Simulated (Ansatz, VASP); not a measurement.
**One calculation of Al2O3, two programs**

INCAR

```
SYSTEM = Al2O3
ALGO = Normal
EDIFF = 1E-6
ENCUT = 520
GGA = PS
ISIF = 2
ISMEAR = 0
LASPH = .TRUE.
LCHARG = .FALSE.
LREAL = .FALSE.
LWAVE = .FALSE.
NBANDS = 35
NELM = 60
PREC = Accurate
SIGMA = 0.05
```

The input KPOINTS:

```
k-points
0
G
  6 6 6
  0 0 0
```

POSCAR

```
Al2O3
1.0
    2.2579815188      1.3036462377      4.3291526999
   -2.2579815188      1.3036462377      4.3291526999
    0.0000000000     -2.6072924754      4.3291526999
Al O
4 6
Direct
    0.8520350473      0.8520350473      0.8520350473
    0.6479649527      0.6479649527      0.6479649527
    0.1479649527      0.1479649527      0.1479649527
    0.3520350473      0.3520350473      0.3520350473
    0.0558571577      0.4441428423      0.7500000000
    0.7500000000      0.0558571577      0.4441428423
    0.4441428423      0.7500000000      0.0558571577
    0.9441428423      0.5558571577      0.2500000000
    0.2500000000      0.9441428423      0.5558571577
    0.5558571577      0.2500000000      0.9441428423
```

Input for Ansatz:

```yaml
crystal:
  lattice:
    - [2.2579815188, 1.3036462377, 4.3291526999]
    - [-2.2579815188, 1.3036462377, 4.3291526999]
    - [0.0, -2.6072924754, 4.3291526999]
  atoms:
    - { symbol: Al, position: [0.8520350473, 0.8520350473, 0.8520350473] }
    - { symbol: Al, position: [0.6479649527, 0.6479649527, 0.6479649527] }
    - { symbol: Al, position: [0.1479649527, 0.1479649527, 0.1479649527] }
    - { symbol: Al, position: [0.3520350473, 0.3520350473, 0.3520350473] }
    - { symbol: O, position: [0.0558571577, 0.4441428423, 0.75] }
    - { symbol: O, position: [0.75, 0.0558571577, 0.4441428423] }
    - { symbol: O, position: [0.4441428423, 0.75, 0.0558571577] }
    - { symbol: O, position: [0.9441428423, 0.5558571577, 0.25] }
    - { symbol: O, position: [0.25, 0.9441428423, 0.5558571577] }
    - { symbol: O, position: [0.5558571577, 0.25, 0.9441428423] }
basis:
  ecutwfc: 520.0
kpoints:
  mp_grid: { grid: [6, 6, 6] }
hamiltonian:
  xc: pbesol
  pseudopotentials: { kind: paw, azcp: { folder: soft_1 } }
scf:
  occupations: { method: gaussian, width: 0.05 }
output:
  forces: true
  stress: true
  eigenvalues: true
```

Alike in both runs: task single point; functional PBEsol; k mesh 6 × 6 × 6; occupations gaussian, width 0.05 eV; no spin polarisation.

|  | VASP | Ansatz |
| --- | --- | --- |
| version | VASP 6.6.1 | Ansatz 0.2.0 |
| potentials or method | VASP PAW PBE potentials, release 64 (Al, O), cutoff 520 eV | scalar-relativistic, plane waves, PAW |
| valence electrons in the cell | 48 | 48 |

|  | VASP | Ansatz | Ansatz less VASP |
| --- | --- | --- | --- |
| gap on the k mesh at the Fermi level (eV) | 7.37 | 7.36 | -0.017 |
| least direct gap on the mesh (eV) | 7.37 | 7.36 | -0.017 |
| rms of the force components (eV/Å) | 0.228 | 0.229 | +0.0008 |

VASP's potentials were made for PBE, not for PBEsol, and Ansatz warns of the same on its side. Atom by atom the forces differ by 0.005 eV/Å (rms over components).
